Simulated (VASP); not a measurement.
Set up this calculation in VASP 6.6.1, as the native input.

- Task: single point
- Functional: PBEsol
- Potentials or basis: VASP PAW PBE potentials, release 64 (Sr_sv, Cd)
- Cutoff: 500 eV
- k mesh: 4 × 4 × 4, shifted
- Occupations: fermi-dirac, width 0.1 eV
- Spin: no spin polarisation
- Dipole correction: no
- Further INCAR settings: ALGO = Normal; EDIFF = 1e-06; NBANDS = 41; ISYM = -1

The structure of Sr2Cd lies in POSCAR:

```
Sr2Cd
1.0
    4.4588570000      0.0000000000      0.0000000000
    2.2294290000     -8.8460710000      0.0000000000
    0.0000000000      0.0000000000     -4.4212140000
Sr Cd
4 2
Direct
    0.4410000000      0.1180000000      0.7500000000
    0.5590000000      0.8820000000      0.2500000000
    0.7500000000      0.5000000000      0.7500000000
    0.2500000000      0.5000000000      0.2500000000
    0.1060000000      0.7880000000      0.7500000000
    0.8940000000      0.2120000000      0.2500000000
```

One way to write it, as run:

INCAR

```
SYSTEM = Sr2Cd
ALGO = Normal
EDIFF = 1E-6
ENCUT = 500
GGA = PS
GGA_COMPAT = .FALSE.
ISIF = 2
ISMEAR = -1
ISYM = -1
LASPH = .TRUE.
LCHARG = .FALSE.
LREAL = .FALSE.
LWAVE = .FALSE.
NBANDS = 41
NELM = 120
PREC = Accurate
SIGMA = 0.1
```

KPOINTS

```
explicit points
32
Reciprocal
  0.12500000   0.12500000   0.12500000 2
  0.12500000   0.12500000   0.37500000 2
  0.12500000   0.12500000   0.62500000 2
  0.12500000   0.12500000   0.87500000 2
  0.12500000   0.37500000   0.12500000 2
  0.12500000   0.37500000   0.37500000 2
  0.12500000   0.37500000   0.62500000 2
  0.12500000   0.37500000   0.87500000 2
  0.12500000   0.62500000   0.12500000 2
  0.12500000   0.62500000   0.37500000 2
  0.12500000   0.62500000   0.62500000 2
  0.12500000   0.62500000   0.87500000 2
  0.12500000   0.87500000   0.12500000 2
  0.12500000   0.87500000   0.37500000 2
  0.12500000   0.87500000   0.62500000 2
  0.12500000   0.87500000   0.87500000 2
  0.37500000   0.12500000   0.12500000 2
  0.37500000   0.12500000   0.37500000 2
  0.37500000   0.12500000   0.62500000 2
  0.37500000   0.12500000   0.87500000 2
  0.37500000   0.37500000   0.12500000 2
  0.37500000   0.37500000   0.37500000 2
  0.37500000   0.37500000   0.62500000 2
  0.37500000   0.37500000   0.87500000 2
  0.37500000   0.62500000   0.12500000 2
  0.37500000   0.62500000   0.37500000 2
  0.37500000   0.62500000   0.62500000 2
  0.37500000   0.62500000   0.87500000 2
  0.37500000   0.87500000   0.12500000 2
  0.37500000   0.87500000   0.37500000 2
  0.37500000   0.87500000   0.62500000 2
  0.37500000   0.87500000   0.87500000 2
```

Potentials or basis: VASP PAW PBE potentials, release 64 (Sr_sv, Cd).

Command:

```console
$ cat potpaw_PBE.64/Sr_sv/POTCAR potpaw_PBE.64/Cd/POTCAR > POTCAR
$ mpirun -np 1 vasp_std > vasp.out
```

Results of the run:

The pressure is 7.4 GPa. The largest force is 0.864 eV/Å. The band gap on the k mesh is zero (bands 32 and 33 overlap by 0.38 eV).

Caveat: the stress differs along the axes, from 4 to 12 GPa; the PAW data sets were made with another functional, which shifts forces and pressure a little.

It took 100 s on 1 thread of Intel(R) Xeon(R) 6975P-C (Granite Rapids) (shared host), peak memory 0.37 GiB.
